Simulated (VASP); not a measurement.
Wanted: the native input for a VASP 6.6.1 run.

- Task: single point
- Functional: LDA
- Potentials or basis: VASP PAW LDA potentials, release 64 (Ga_d, P)
- Cutoff: 520 eV
- k mesh: 8 × 8 × 8
- Occupations: gaussian, width 0.01 eV
- Spin: no spin polarisation
- Dipole correction: no
- Further INCAR settings: ALGO = Normal; EDIFF = 1e-06; NBANDS = 16

The structure of GaP lies in POSCAR:

```
GaP
1.0
    0.0000000000      2.6956666708      2.6956666708
    2.6956666708      0.0000000000      2.6956666708
    2.6956666708      2.6956666708      0.0000000000
Ga P
1 1
Direct
    0.0000000000      0.0000000000      0.0000000000
    0.7500000000      0.7500000000      0.7500000000
```

These files were run (other wordings do the same):

INCAR

```
SYSTEM = GaP
PREC = Accurate
ENCUT = 520
EDIFF = 1E-6
ISMEAR = 0
SIGMA = 0.01
LREAL = .False.
LASPH = .True.
NELM = 100
ALGO = Normal
ISIF = 2
LWAVE = .False.
LCHARG = .False.
NBANDS = 16
```

KPOINTS

```
Automatic mesh
0
Gamma
  8 8 8
  0 0 0
```

Potentials or basis: VASP PAW LDA potentials, release 64 (Ga_d, P).

Command:

```bash
$ cat potpaw_LDA.64/Ga_d/POTCAR potpaw_LDA.64/P/POTCAR > POTCAR
$ mpirun -np 1 vasp_std > vasp.out
```

Results of the run:

The pressure is 0.1 GPa. The band gap on the k mesh is 1.43 eV, indirect (least direct gap 1.91 eV).

It took 12 s on 1 thread of Intel(R) Xeon(R) Platinum 8488C (Sapphire Rapids), with other jobs on the host, peak memory 0.14 GiB.
